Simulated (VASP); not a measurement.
MgO, 8 atoms in the cell. Symmetry: P2_1, No. 4, monoclinic system. The conventional cell has a = 3.281 Å, b = 10.514 Å, c = 3.281 Å, α = 90.00°, β = 120.00°, γ = 90.00°. Mg (site symmetry 1) has 4 O at 1.98 to 2.01 Å within 2.6 Å. Mg (site symmetry 1) has 4 O at 1.99 to 2.03 Å within 2.6 Å. O (site symmetry 1) has 4 Mg at 1.99 to 2.00 Å within 2.6 Å. Within 2.6 Å of O (site symmetry 1) lie 4 Mg at 1.98 to 2.03 Å.  This cell differs from its parent crystal: mode 4 frozen in at -0.110 Å and mode 5 at +0.110 Å (largest displacements).

| Quantity | Value |
| --- | --- |
| Program | VASP 6.6.1 |
| Task | single point |
| Functional | PBE |
| Potentials or basis | VASP PAW PBE potentials, release 64 (Mg, O) |
| Cutoff | 520 eV |
| k mesh | 9 × 9 × 2 |
| Occupations | gaussian, width 0.05 eV |
| Spin | no spin polarisation |
| Dipole correction | no |
| Further INCAR settings | ALGO = Normal; EDIFF = 1e-06; NBANDS = 26 |

Potentials or basis: VASP PAW PBE potentials, release 64 (Mg, O).

Launch:

```bash
$ cat potpaw_PBE.64/Mg/POTCAR potpaw_PBE.64/O/POTCAR > POTCAR
$ mpirun -np 1 vasp_std > vasp.out
```

Hardware: 1 thread of Intel Xeon 6975P-C, on a shared host.

Q: How long does it take, and how much memory?

A: It took 120 s on 1 thread of Intel Xeon 6975P-C, on a shared host, peak memory 0.3 GiB. Counts: scf iterations 14, k points 82.
